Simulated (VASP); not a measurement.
The system is MgZn2TeS2.

```
Mg Zn Te S
1.0
     4.02542    0.00000    0.00000
     0.00000    4.02542    0.00000
     0.00000    0.00000    7.87737
Mg Zn Te S
1 2 1 2
Cartesian
  0.0000 0.0000 3.9387
  0.0000 2.0127 3.9387
  2.0127 0.0000 3.9387
  0.0000 0.0000 0.0000
  2.0127 2.0127 5.6818
  2.0127 2.0127 2.1956
```

The cell was generated, and may not be a known phase.

```yaml
Program: VASP 6.6.1
Task: relaxation of cell and atoms
Functional: PBE
Potentials_or_basis: VASP PAW PBE potentials, release 64 (Mg, Zn, Te, S)
Cutoff: 600 eV
k_mesh: 4 × 4 × 2
Occupations: gaussian, width 0.1 eV
Spin: no spin polarisation
```

At the start: pressure 15.3 GPa; volume 21.27 Å³/atom.

Problem. How do energy, volume and symmetry change on relaxing?

Solution. Over 18 steps the energy falls by 1004.8 meV/atom and the volume is 25.91 Å³/atom (+21.8 %); space group P4/mmm (No. 123, to 0.1 Å) before and after.

The path:
```tsv
step	energy change (eV)	largest force (eV/Å)	pressure (GPa)	volume (Å³)
1	0.0000	0.2042	15.30	127.64
2	-2.6825	0.4755	-1.23	167.47
3	-2.6906	0.4853	-1.93	171.91
4	-2.6914	0.4817	-1.74	170.64
5	-2.8812	0.2052	-1.18	164.66
6	-3.8498	0.6643	1.25	146.26
7	-1.1254	13.5422	36.63	107.46
8	-4.2269	0.3663	1.76	140.73
9	-4.9741	0.8002	9.71	124.34
10	-4.9568	0.3581	11.20	122.46
11	-5.4029	0.5376	7.43	129.05
12	-5.9434	0.8984	1.00	146.78
13	-5.9798	1.0038	-0.24	152.27
14	-5.9824	1.0418	-0.62	154.22
15	-6.0233	0.3475	-0.01	154.20
16	-6.0266	0.0575	0.25	154.18
17	-6.0277	0.0401	0.18	154.61
18	-6.0289	0.0041	0.05	155.48
```

Final structure:
```yaml
crystal:
  lattice:
    - [5.33127, 0.00000, 0.00000]
    - [0.00000, 5.33127, 0.00000]
    - [0.00000, 0.00000, 5.47041]
  atoms:
    - { symbol: Mg, position: [0.00000, 0.00000, 0.50000] }
    - { symbol: Zn, position: [0.00000, 0.50000, 0.50000] }
    - { symbol: Zn, position: [0.50000, 0.00000, 0.50000] }
    - { symbol: Te, position: [0.00000, 0.00000, 0.00000] }
    - { symbol: S, position: [0.50000, 0.50000, 0.68970] }
    - { symbol: S, position: [0.50000, 0.50000, 0.31030] }
```

Caveat: the k points lie up to 0.57 Å⁻¹ apart in the final cell, too coarse for converged energies and pressures of a metal; the volume moved by over 15 % at a fixed basis, so the end points are rough.
